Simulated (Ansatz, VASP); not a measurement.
One calculation of SnSe, two programs

File INCAR:

```
SYSTEM = SnSe
PREC = Accurate ; ENCUT = 520
EDIFF = 1E-6 ; ISMEAR = 0
SIGMA = 0.05 ; LREAL = .False.
LASPH = .True. ; NELM = 80
ALGO = Normal ; ISIF = 2
LWAVE = .False. ; LCHARG = .False.
GGA = CA ; NBANDS = 17
```

Contents of KPOINTS:

```
Automatic mesh
0
Gamma
  10 10 10
  0 0 0
```

Contents of POSCAR:

```
SnSe
1.0
    0.0000000000      2.6252968778      3.7121697852
    2.6252968778      0.0000000000      3.7121697852
    2.6252968778      2.6252968778      0.0000000000
Sn Se
1 1
Direct
    0.0000000000      0.0000000000      0.0000000000
    0.5000000000      0.5000000000      0.5000000000
```

Input for Ansatz:

```yaml
crystal:
  lattice:
    - [0.0, 2.6252968778, 3.7121697852]
    - [2.6252968778, 0.0, 3.7121697852]
    - [2.6252968778, 2.6252968778, 0.0]
  atoms:
    - { symbol: Sn, position: [0.0, 0.0, 0.0] }
    - { symbol: Se, position: [0.5, 0.5, 0.5] }
basis:
  ecutwfc: 420
kpoints:
  mp_grid: { grid: [10, 10, 10] }
hamiltonian:
  xc: lda
scf:
  occupations: { method: gaussian, width: 0.05 }
output:
  forces: true
  stress: true
  eigenvalues: true
```

Alike in both runs: task single point; functional LDA; k mesh 10 × 10 × 10; occupations gaussian, width 0.05 eV; no spin polarisation.

|  | VASP | Ansatz |
| --- | --- | --- |
| version | VASP 6.6.1 | Ansatz 0.2.0 |
| potentials or method | VASP PAW LDA potentials, release 64 (Sn_d, Se), cutoff 520 eV | scalar-relativistic, plane waves, PAW |
| valence electrons in the cell | 20 | 30 |

|  | VASP | Ansatz | Ansatz less VASP |
| --- | --- | --- | --- |
| gap on the k mesh at the Fermi level (eV) | none | none | - |
| pressure (GPa) | 13.0 | 12.9 | -0.03 |
| traceless stress, the component that is largest in VASP (GPa) | -17.90 | -17.90 | +0.004 |

LDA's correlation is that of Perdew and Zunger in VASP and of Perdew and Wang (1992) in Ansatz. A gap of «none» marks a metal or a gap that the smearing closes. VASP's potentials hold 20 valence electrons a cell and Ansatz's 30, so a difference there can come from the potentials and not from the codes.
